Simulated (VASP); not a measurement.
# Zn2CdN2 (P-3m1) in VASP: a series of runs

Aim: see how the results for Zn2CdN2 move with the level of theory and the settings. Levels: PBEsol, revPBE, BLYP. Tasks: single point.

Everything below comes from runs of VASP 6.6.1. Logs are shortened: lines on timing, memory, paths and dates and some standing lists are left out, and cuts for length are marked.

## Step 1: The cell of the first run

The structure is trigonal, space group P-3m1 (No. 164). The conventional cell has a = 3.468 Å, b = 3.468 Å, c = 6.111 Å, α = 90.00°, β = 90.00°, γ = 120.00°. Zn (site symmetry 3m) has 4 N at 2.07 to 2.33 Å and 3 Zn at 2.70 Å within 2.7 Å. Within 3.4 Å of Cd (site symmetry -3m) lie 6 N at 2.58 Å and 6 Zn at 2.94 Å. N (site symmetry 3m) has 4 Zn at 2.07 to 2.33 Å and 3 Cd at 2.58 Å within 2.7 Å.

## Step 2: Single point, PBEsol

Contents of INCAR:

```
ALGO = Normal
EDIFF = 1E-6
ENCUT = 520
GGA = PS
ISIF = 2
ISMEAR = -1
LASPH = T
LCHARG = F
LREAL = F
LWAVE = F
NBANDS = 31
NELM = 80
PREC = Accurate
SIGMA = 0.1
```

Contents of KPOINTS:

```
k-points
0
Gamma
  12 12 4
```

Contents of POSCAR:

```
Zn2CdN2
1.0
    3.4684690000      0.0000000000      0.0000000000
   -1.7342345000      3.0037822662      0.0000000000
    0.0000000000      0.0000000000      6.1113010000
Zn Cd N
2 1 2
Direct
    0.6666670000      0.3333330000      0.1481300000
    0.3333330000      0.6666670000      0.8518700000
    0.0000000000      0.0000000000      0.5000000000
    0.6666670000      0.3333330000      0.7660630000
    0.3333330000      0.6666670000      0.2339370000
```

Potentials or basis: VASP PAW PBE potentials, release 64 (Zn, Cd, N).

On the command line:

```console
$ cat potpaw_PBE.64/Zn/POTCAR potpaw_PBE.64/Cd/POTCAR potpaw_PBE.64/N/POTCAR > POTCAR
$ mpirun -np 1 vasp_std > vasp.out
```

OUTCAR:

```text
EDIFF = 1E-6
   ENCUT = 520
   GGA = PS
   ISIF = 2
   ISMEAR = -1
   LASPH = T
   LREAL = F
   NELM = 80
   PREC = Accurate

 ion  position               nearest neighbor table
   1  0.667  0.333  0.148-   5 2.07   5 2.07   5 2.07   4 2.33   2 2.70   2 2.70   2 2.70   3 2.94
                             3 2.94   3 2.94
   2  0.333  0.667  0.852-   4 2.07   4 2.07   4 2.07   5 2.33   1 2.70   1 2.70   1 2.70   3 2.94
                             3 2.94   3 2.94
   3  0.000  0.000  0.500-   4 2.58   5 2.58   5 2.58   4 2.58   4 2.58   5 2.58   1 2.94   2 2.94
                             2 2.94   1 2.94   2 2.94   1 2.94
   4  0.667  0.333  0.766-   2 2.07   2 2.07   2 2.07   1 2.33   3 2.58   3 2.58   3 2.58
   5  0.333  0.667  0.234-   1 2.07   1 2.07   1 2.07   2 2.33   3 2.58   3 2.58   3 2.58

  LATTYP: Found a hexagonal cell.
 ALAT       =     3.4684690000
 C/A-ratio  =     1.7619592391

  Lattice vectors:

 A1 = (   3.4684690000,   0.0000000000,   0.0000000000)
 A2 = (  -1.7342345000,   3.0037822662,   0.0000000000)
 A3 = (   0.0000000000,   0.0000000000,   6.1113010000)

Analysis of symmetry for initial positions (statically):
=====================================================================
 Subroutine PRICEL returns:
 Original cell was already a primitive cell.

 Routine SETGRP: Setting up the symmetry group for a
 hexagonal supercell.

 Subroutine GETGRP returns: Found 12 space group operations
 (whereof 12 operations were pure point group operations)
 out of a pool of 24 trial point group operations.

The static configuration has the point symmetry D_3d.

Analysis of symmetry for dynamics (positions and initial velocities):
=====================================================================
 Subroutine PRICEL returns:
 Original cell was already a primitive cell.

 Routine SETGRP: Setting up the symmetry group for a
 hexagonal supercell.

 Subroutine GETGRP returns: Found 12 space group operations
 (whereof 12 operations were pure point group operations)
 out of a pool of 24 trial point group operations.

The dynamic configuration has the point symmetry D_3d.

 Subroutine INISYM returns: Found 12 space group operations
 (whereof 12 operations are pure point group operations),
 and found     1 'primitive' translations

----------------------------------------------------------------------------------------

                                     Primitive cell

  volume of cell :      63.6707

  direct lattice vectors                    reciprocal lattice vectors
     3.468469000  0.000000000  0.000000000     0.288311644  0.166456805  0.000000000
    -1.734234500  3.003782266  0.000000000     0.000000000  0.332913611  0.000000000
     0.000000000  0.000000000  6.111301000     0.000000000  0.000000000  0.163631279

  length of vectors
     3.468469000  3.468469000  6.111301000     0.332913611  0.332913611  0.163631279

  position of ions in fractional coordinates (direct lattice)
     0.666667000  0.333333000  0.148130000
     0.333333000  0.666667000  0.851870000
     0.000000000  0.000000000  0.500000000
     0.666667000  0.333333000  0.766063000
     0.333333000  0.666667000  0.233937000

  ion indices of the primitive-cell ions
   primitive index   ion index
                 1           1
                 2           2
                 3           3
                 4           4
                 5           5

----------------------------------------------------------------------------------------

 KPOINTS: k-points

Automatic generation of k-mesh.
 Grid dimensions read from file:
 generate k-points for:   12   12    4

 Generating k-lattice:

  Cartesian coordinates                     Fractional coordinates (reciprocal lattice)
     0.024025970  0.013871400  0.000000000     0.083333333  0.000000000  0.000000000
     0.000000000  0.027742801  0.000000000     0.000000000  0.083333333  0.000000000
     0.000000000  0.000000000  0.040907820     0.000000000  0.000000000  0.250000000

  Length of vectors
     0.027742801  0.027742801  0.040907820

  Shift w.r.t. Gamma in fractional coordinates (k-lattice)
     0.000000000  0.000000000  0.000000000

 Subroutine IBZKPT returns following result:
 ===========================================

 Found     69 irreducible k-points:

 Following reciprocal coordinates:
            Coordinates               Weight
  0.000000  0.000000  0.000000      1.000000
  0.083333 -0.000000  0.000000      6.000000
  0.166667 -0.000000  0.000000      6.000000
  0.250000 -0.000000  0.000000      6.000000
  0.333333  0.000000  0.000000      6.000000
  0.416667  0.000000  0.000000      6.000000
[... 16 lines left out ...]
  0.166667 -0.000000  0.250000      6.000000
  0.000000  0.166667  0.250000      6.000000
 [... further k-points ...]
   k-points           NKPTS =     69   k-points in BZ     NKDIM =     69   number of bands    NBANDS=     31
   number of dos      NEDOS =    301   number of ions     NIONS =      5
   total plane-waves  NPLWV =  37632
   dimension x,y,z NGX =    28 NGY =   28 NGZ =   48
   dimension x,y,z NGXF=    56 NGYF=   56 NGZF=   96
   ions per type =               2   1   2
   NGX,Y,Z   is equivalent  to a cutoff of  13.42, 13.42, 13.06 a.u.
   NGXF,Y,Z  is equivalent  to a cutoff of  26.84, 26.84, 26.11 a.u.
 SYSTEM =  unknown system
   PREC   = accura    normal or accurate (medium, high low for compatibility)
   ISTART =      0    job   : 0-new  1-cont  2-samecut
   ICHARG =      2    charge: 1-file 2-atom 10-const
   ISPIN  =      1    spin polarized calculation?
   LNONCOLLINEAR =      F non collinear calculations
   LSORBIT =      F    spin-orbit coupling
   LASPH  =      T    aspherical Exc in radial PAW
   ENCUT  =  520.0 eV  38.22 Ry    6.18 a.u.   6.45  6.45 11.36*2*pi/ulx,y,z
   NELM   =     80;   NELMIN=  2; NELMDL= -5     # of ELM steps
   EDIFF  = 0.1E-05   stopping-criterion for ELM
   LREAL  =      F    real-space projection
   EDIFFG = 0.1E-04   stopping-criterion for IOM
   NSW    =      0    number of steps for IOM
   IBRION =     -1    ionic relax: 0-MD 1-quasi-New 2-CG
   NFREE  =      0    steps in history (QN), initial steepest desc. (CG)
   ISIF   =      2    stress and relaxation
   ISYM   =      2    0-nonsym 1-usesym 2-fastsym
   POTIM  = 0.5000    time-step for ionic-motion
   TEBEG  =    0.0;   TEEND  =   0.0 temperature during run
   PSTRESS=    0.0 pullay stress
   NELECT =      46.0000    total number of electrons
   NUPDOWN=      -1.0000    fix difference up-down
   EMIN   =  10.00;   EMAX   =-10.00  energy-range for DOS
   EFERMI =   0.00;   METHOD = LEGACY
   ISMEAR =    -1;   SIGMA  =   0.10  broadening in eV -4-tet -1-fermi 0-gaus
   EFERMI_NEDOS =   21; number of points for ismear=-14 and -15
   IALGO  =     38    algorithm
   IMIX   =      4    mixing-type and parameters
     AMIX     =   0.40;   BMIX     =  1.00
     AMIX_MAG =   1.60;   BMIX_MAG =  1.00
  volume/ion in A,a.u.               =      12.73        85.93
  Fermi-wavevector in a.u.,A,eV,Ry     =   1.468974  2.775958 29.359805  2.157885
  Thomas-Fermi vector in A             =   2.584407
   LORBIT       =      0    0 simple, 1 ext, 2 COOP (PROOUT), +10 PAW based schemes
   GGA     = PS    functional components
   LHFCALC =     F    Hartree Fock is set to
   AEXX    =    0.0000 exact exchange contribution
   IVDW    =     0    specifies the selected vdW correction
   LEPSILON=     F    determine dielectric tensor
   LRPA    =     F    only Hartree local field effects (RPA)
 non-spin polarized calculation
  energy-cutoff  :      520.00
  volume of cell :       63.67
 maximum number of plane-waves:      1740
 NGX is ok and might be reduce to    28
   NGX = 13   NGY = 13   NGZ = 23

 number of electron      46.0000004 magnetization

 Free energy of the ion-electron system (eV)
  ---------------------------------------------------
  ext. energy  EPLUGINS =         0.00000000
  ---------------------------------------------------
  free energy    TOTEN  =       -20.31821824 eV

  energy without entropy =      -20.31273772  energy(sigma->0) =      -20.31547798

 E-fermi :   3.0135     XC(G=0): -11.8325

 val. band max:        2.8946992947   @ k =   0.0000   0.0000   0.5000
 cond. band min:       3.0913967171   @ k =   0.0833  -0.0000   0.0000
 fundamental gap:      0.1966974224
 Fermi energy:         3.0134758175

 k-point     1 :       0.0000    0.0000    0.0000
  band No.  band energies     occupation
      1     -11.9417      2.00000
      2     -10.9237      2.00000
      3      -5.5889      2.00000
      4      -5.4034      2.00000
      5      -5.4034      2.00000
      6      -5.2098      2.00000
[... 23 lines left out ...]
     30      12.7087      0.00000
     31      12.7087      0.00000

 k-point     2 :       0.0833   -0.0000    0.0000
  band No.  band energies     occupation
      1     -11.8791      2.00000
      2     -10.8976      2.00000
      3      -5.5561      2.00000
      4      -5.4079      2.00000
      5      -5.3729      2.00000
      6      -5.2240      2.00000
[... 23 lines left out ...]
     30      11.9266      0.00000
     31      12.8114      0.00000

 k-point     3 :       0.1667   -0.0000    0.0000
  band No.  band energies     occupation
      1     -11.7003      2.00000
      2     -10.8266      2.00000
      3      -5.5104      2.00000
      4      -5.3960      2.00000
      5      -5.2962      2.00000
      6      -5.2544      2.00000
[... 23 lines left out ...]
     30      12.1060      0.00000
     31      12.6310      0.00000

 k-point     4 :       0.2500   -0.0000    0.0000
  band No.  band energies     occupation
      1     -11.4345      2.00000
      2     -10.7321      2.00000
      3      -5.5304      2.00000
      4      -5.4031      2.00000
      5      -5.3016      2.00000
      6      -5.2242      2.00000
[... 635 lines left out ...]
     30      12.2791      0.00000
     31      12.3845      0.00000

 k-point    23 :       0.1667   -0.0000    0.2500
  band No.  band energies     occupation
      1     -11.6063      2.00000
      2     -10.9427      2.00000
      3      -5.5438      2.00000
      4      -5.3872      2.00000
      5      -5.2962      2.00000
      6      -5.2734      2.00000
[... 23 lines left out ...]
     30      11.6086      0.00000
     31      13.6700      0.00000

 k-point    24 :       0.0000    0.1667    0.2500
  band No.  band energies     occupation
      1     -11.5969      2.00000
      2     -10.9571      2.00000
      3      -5.4921      2.00000
      4      -5.4274      2.00000
      5      -5.3066      2.00000
      6      -5.2371      2.00000
[... 23 lines left out ...]
     30      11.7378      0.00000
     31      12.4644      0.00000

 [... further k-points ...]

------------------------ aborting loop because EDIFF is reached ----------------------------------------

  FORCE on cell =-STRESS in cart. coord.  units (eV):
  Direction    XX          YY          ZZ          XY          YZ          ZX
  --------------------------------------------------------------------------------------
  -------------------------------------------------------------------------------------
  Total       -2.5533734     -2.5533734     -2.3956285      0.0000000      0.0000000      0.0000000
  in kB      -64.2517503    -64.2517503    -60.2823415      0.0000000      0.0000000      0.0000000
  external PRESSURE =     -62.9286140 kB  Pullay stress =       0.0000000 kB

 VOLUME and BASIS-vectors are now :
 -----------------------------------------------------------------------------
  energy-cutoff  :      520.00
  volume of cell :       63.67
      direct lattice vectors                 reciprocal lattice vectors
     3.468469000  0.000000000  0.000000000     0.288311644  0.166456805  0.000000000
    -1.734234500  3.003782266  0.000000000     0.000000000  0.332913611  0.000000000
     0.000000000  0.000000000  6.111301000     0.000000000  0.000000000  0.163631279

 POSITION                                       TOTAL-FORCE (eV/Angst)
 -----------------------------------------------------------------------------------
      1.73424      1.00126      0.90527        -0.000000      0.000000      0.044685
     -0.00000      2.00252      5.20603         0.000000     -0.000000     -0.044685
      0.00000      0.00000      3.05565         0.000000      0.000000      0.000000
      1.73424      1.00126      4.68164         0.000000      0.000000      0.078371
     -0.00000      2.00252      1.42966        -0.000000     -0.000000     -0.078371
 -----------------------------------------------------------------------------------
    total drift:                                0.000000      0.000000      0.000000

  FREE ENERGIE OF THE ION-ELECTRON SYSTEM (eV)
  ---------------------------------------------------
  free  energy   TOTEN  =       -20.3182182352 eV

  energy  without entropy=      -20.3127377241  energy(sigma->0) =      -20.31547798
```

It took 2.1 min on 1 thread of Intel Xeon Platinum 8259CL at 2.50GHz (Skylake/Cascade Lake), shared host; peak memory 0.27 GiB.

Results:

- Free energy: -20.3182 eV
- Pressure: -6.3 GPa
- Largest force: 0.078 eV/Å
- Band gap on the k mesh: zero (band 23 reaches 2.89 eV, above the bottom of band 24 at 2.67 eV)

Forces on the atoms (eV/Å):
```
Zn   0.000  0.000  0.045
Zn   0.000  0.000 -0.045
Cd   0.000  0.000  0.000
N    0.000  0.000  0.078
N    0.000  0.000 -0.078
```

Stress tensor (GPa, compression positive):
```
-6.43  0.00  0.00
 0.00 -6.43  0.00
 0.00  0.00 -6.03
```

Caveat: the PAW data sets were made with another functional, which shifts forces and pressure a little.

## Step 3: Single point, revPBE

Contents of INCAR:

```
PREC = Accurate
ENCUT = 520
EDIFF = 1E-6
ISMEAR = -1
SIGMA = 0.1
LREAL = F
LASPH = T
NELM = 80
ALGO = Normal
ISIF = 2
LWAVE = F
LCHARG = F
GGA = RE
NBANDS = 31
```

Contents of KPOINTS:

```
regular mesh
0
Gamma
  12 12 4
```

POSCAR is that of step 2.

Potentials or basis: VASP PAW PBE potentials, release 64 (Zn, Cd, N).

On the command line:

```console
$ cat potpaw_PBE.64/Zn/POTCAR potpaw_PBE.64/Cd/POTCAR potpaw_PBE.64/N/POTCAR > POTCAR
$ mpirun -np 1 vasp_std > vasp.out
```

Run time: 2.9 min. Hardware: 1 thread of Intel Xeon Platinum 8259CL at 2.50GHz (Skylake/Cascade Lake), shared host; peak memory 0.27 GiB.

It converged, with:

- Free energy: -16.3603 eV
- Pressure: 2.7 GPa
- Largest force: 0.026 eV/Å
- Band gap on the k mesh: zero (band 23 reaches 3.16 eV, above the bottom of band 24 at 2.94 eV)

Forces on the atoms (eV/Å):
```
Zn   0.000  0.000 -0.018
Zn   0.000  0.000  0.018
Cd   0.000  0.000  0.000
N    0.000  0.000 -0.026
N    0.000  0.000  0.026
```

Stress tensor (GPa, compression positive):
```
2.78 0.00 0.00
0.00 2.78 0.00
0.00 0.00 2.56
```

Levels at points of the mesh, in eV from the Fermi level:
```csv
k point,band 20,band 21,band 22,band 23,band 24,band 25,band 26,band 27
"(0.00, 0.00, 0.00)",-0.76,-0.58,-0.58,-0.35,-0.35,2.10,5.47,8.42
"(0.50, 0.00, 0.00)",-3.38,-2.63,-1.58,-1.01,2.78,2.80,4.33,5.80
"(0.00, 0.00, 0.50)",-0.76,-0.76,-0.13,-0.13,1.25,1.67,5.76,5.92
"(0.50, 0.00, 0.50)",-2.01,-1.88,-1.64,-1.52,1.50,2.22,5.58,6.00
```

Caveat: the PAW data sets were made with another functional, which shifts forces and pressure a little.

## Step 4: Single point, BLYP

Contents of INCAR:

```
SYSTEM = Zn2CdN2
PREC = Accurate
ENCUT = 520
EDIFF = 1E-6
ISMEAR = -1
SIGMA = 0.1
LREAL = .False.
LASPH = .True.
NELM = 100
ALGO = Normal
ISIF = 2
LWAVE = .False.
LCHARG = .True.
GGA = B5
ALDAX = 1.0
AGGAX = 1.0
AGGAC = 1.0
ALDAC = 0.0
LELF = .True.
LVHAR = .True.
NBANDS = 31
```

Contents of KPOINTS:

```
Automatic mesh
0
Gamma
  12 12 4
  0 0 0
```

POSCAR is that of step 3.

On the command line:

```console
$ cat potpaw_PBE.64/Zn/POTCAR potpaw_PBE.64/Cd/POTCAR potpaw_PBE.64/N/POTCAR > POTCAR
$ mpirun -np 1 vasp_std > vasp.out
```

Wall time 3.2 min (1 thread of Intel Xeon Platinum 8259CL at 2.50GHz (Skylake/Cascade Lake), shared host); peak memory 0.27 GiB.

Results (log left out):

```
Free energy            : -15.1856 eV
Pressure               : 5.9 GPa
Largest force          : 0.034 eV/Å
Band gap on the k mesh : zero (band 23 reaches 3.45 eV, above the bottom of band 24 at 3.23 eV)
```

Forces on the atoms (eV/Å):
```
Zn   0.000  0.000  0.034
Zn   0.000  0.000 -0.034
Cd   0.000  0.000  0.000
N    0.000  0.000 -0.017
N    0.000  0.000  0.017
```

Stress tensor (GPa, compression positive):
```
5.79 0.00 0.00
0.00 5.79 0.00
0.00 0.00 6.10
```

Levels at points of the mesh, in eV from the Fermi level:
```csv
k point,band 20,band 21,band 22,band 23,band 24,band 25,band 26,band 27
"(0.00, 0.00, 0.00)",-0.75,-0.58,-0.58,-0.36,-0.36,2.16,5.43,8.45
"(0.50, 0.00, 0.00)",-3.34,-2.59,-1.57,-1.01,2.65,2.87,4.55,5.82
"(0.00, 0.00, 0.50)",-0.76,-0.76,-0.14,-0.14,1.34,1.67,5.81,5.84
"(0.50, 0.00, 0.50)",-1.98,-1.84,-1.64,-1.50,1.39,2.42,5.52,5.95
```

Caveat: the PAW data sets were made with another functional, which shifts forces and pressure a little.

## Step 5: Overview

| level | gap on the mesh (eV) | pressure (GPa) | largest force (eV/Å) |
| --- | --- | --- | --- |
| PBEsol | none | -6.3 | 0.08 |
| revPBE | none | 2.7 | 0.03 |
| BLYP | none | 5.9 | 0.03 |

Alike in all rows: task single point; potentials or basis VASP PAW PBE potentials, release 64 (Zn, Cd, N); no spin polarisation; cell as given; k mesh 12 × 12 × 4; cutoff (eV) 520; smearing fermi-dirac 0.1 eV.

Every run on the cell as given and a fine mesh finds a metal. The pressure there spans -6.3 GPa (PBEsol) to 5.9 GPa (BLYP); a positive pressure means that this level wants a larger cell, a negative one a smaller.

Caveats: the PAW data sets were made with another functional, which shifts forces and pressure a little.

Absolute energies hang on the potentials; compare differences alone.
